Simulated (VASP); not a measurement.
Set up this calculation in VASP 6.6.1, as the native input.

```yaml
Task: single point
Functional: PBE
Potentials_or_basis: VASP PAW PBE potentials, release 64 (P, Ga_d)
Cutoff: 520 eV
k_mesh: 7 × 7 × 1
Occupations: gaussian, width 0.05 eV
Spin: no spin polarisation
Dipole_correction: yes
Further_INCAR_settings: ALGO = Normal; EDIFF = 1e-07; NBANDS = 58
```

The structure of Ga5P6 lies in POSCAR:

```
Ga5P6
1.0
    3.8926748890      0.0000000000      0.0000000000
    0.0000000000      3.8926748890      0.0000000000
    0.0000000000      0.0000000000     28.7626840549
P Ga
6 5
Direct
    0.0000000000      0.5000000000      0.2616814197
    0.5000000000      0.0000000000      0.3569393802
    0.0000000000      0.5000000000      0.4521452788
    0.5000000000      0.0000000000      0.5478547151
    0.0000000000      0.5000000000      0.6430606139
    0.5000000000      0.0000000000      0.7383186122
    0.5000000000      0.5000000000      0.3077711403
    0.0000000000      0.0000000000      0.4039492814
    0.5000000000      0.5000000000      0.4999999966
    0.0000000000      0.0000000000      0.5960507133
    0.5000000000      0.5000000000      0.6922288486
```

These files were run (other wordings do the same):

INCAR

```
SYSTEM = Ga5P6
PREC = Accurate ; ENCUT = 520
EDIFF = 1E-7 ; ISMEAR = 0
SIGMA = 0.05 ; LREAL = .False.
LASPH = .True. ; NELM = 100
ALGO = Normal ; ISIF = 2
LWAVE = .False. ; LCHARG = .False.
LDIPOL = .True. ; IDIPOL = 3
DIPOL = 0.5 0.5 0.500 ; GGA = PE
NBANDS = 58
```

KPOINTS

```
Automatic mesh
0
Gamma
  7 7 1
  0 0 0
```

Potentials or basis: VASP PAW PBE potentials, release 64 (P, Ga_d).

Command:

```console
$ cat potpaw_PBE.64/P/POTCAR potpaw_PBE.64/Ga_d/POTCAR > POTCAR
$ mpirun -np 1 vasp_std > vasp.out
```

Results of the run:

| Quantity | Value |
| --- | --- |
| Largest force | 0.010 eV/Å |
| Band gap on the k mesh | zero (an odd number of electrons rules out a gap without spin polarisation) |

It took 13 min on 1 thread of Intel(R) Xeon(R) Platinum 8259CL CPU @ 2.50GHz (Skylake/Cascade Lake), on a shared host, peak memory 0.53 GiB.
